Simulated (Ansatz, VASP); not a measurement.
**Two plane-wave programs on SnO2**

The input INCAR:

```
PREC = Accurate
ENCUT = 910
EDIFF = 1E-6
ISMEAR = 0
SIGMA = 0.02
LREAL = False
LASPH = True
NELM = 120
ALGO = Normal
ISIF = 2
LWAVE = False
LCHARG = False
GGA = CA
NBANDS = 35
GGA_COMPAT = False
```

Contents of KPOINTS:

```
regular mesh
0
Gamma
  6 6 8
```

File POSCAR:

```
SnO2
1.0
    4.6237840116      0.0000000000      0.0000000000
    0.0000000000      4.6238636659      0.0000000000
    0.0000000000      0.0000000000      3.3814205672
Sn O
2 4
Direct
    0.5000000000      0.5000000000      0.5000000000
    0.0000000000      0.0000000000      0.0000000000
    0.3080305477      0.3080319569      0.0000000000
    0.8080305477      0.1919680431      0.5000000000
    0.1919694523      0.8080319569      0.5000000000
    0.6919694523      0.6919680431      0.0000000000
```

Input for Ansatz:

```yaml
crystal:
  lattice:
    - [4.6237840116, 0.0, 0.0]
    - [0.0, 4.6238636659, 0.0]
    - [0.0, 0.0, 3.3814205672]
  atoms:
    - { symbol: Sn, position: [0.5, 0.5, 0.5] }
    - { symbol: Sn, position: [0.0, 0.0, 0.0] }
    - { symbol: O, position: [0.3080305477, 0.3080319569, 0.0] }
    - { symbol: O, position: [0.8080305477, 0.1919680431, 0.5] }
    - { symbol: O, position: [0.1919694523, 0.8080319569, 0.5] }
    - { symbol: O, position: [0.6919694523, 0.6919680431, 0.0] }
basis:
  ecutwfc: 420
kpoints:
  mp_grid: { grid: [6, 6, 8] }
  band_path: { path: [VBM, CBM], npoints: 2 }
hamiltonian:
  xc: lda
scf:
  occupations: { method: gaussian, width: 0.02 }
output:
  forces: true
  stress: true
  eigenvalues: true
checkpoint:
  read: start.run
  write: ck
  compress: false
  write_wavefunctions: false
  write_every: 100000
```

Alike in both runs: task single point; functional LDA; k mesh 6 × 6 × 8; occupations gaussian, width 0.02 eV; no spin polarisation.

|  | VASP | Ansatz |
| --- | --- | --- |
| version | VASP 6.6.1 | Ansatz 0.2.0 |
| potentials or method | VASP PAW LDA potentials, release 64 (Sn_d, O_h), cutoff 910 eV | scalar-relativistic, plane waves, PAW |
| valence electrons in the cell | 52 | 52 |

VASP gave:

| Item | Value |
| --- | --- |
| gap on the k mesh at the Fermi level (eV) | 0.83 |
| least direct gap on the mesh (eV) | 0.83 |

Q: Estimate Ansatz's values.

A: gap on the k mesh at the Fermi level (eV): 0.78; least direct gap on the mesh (eV): 0.78.

LDA's correlation is that of Perdew and Zunger in VASP and of Perdew and Wang (1992) in Ansatz. Ansatz's warnings: near symmetry operations not taken.

Noted on VASP's run: the cutoff is under 1.25 times that of the potentials, so the pressure is a little rough.
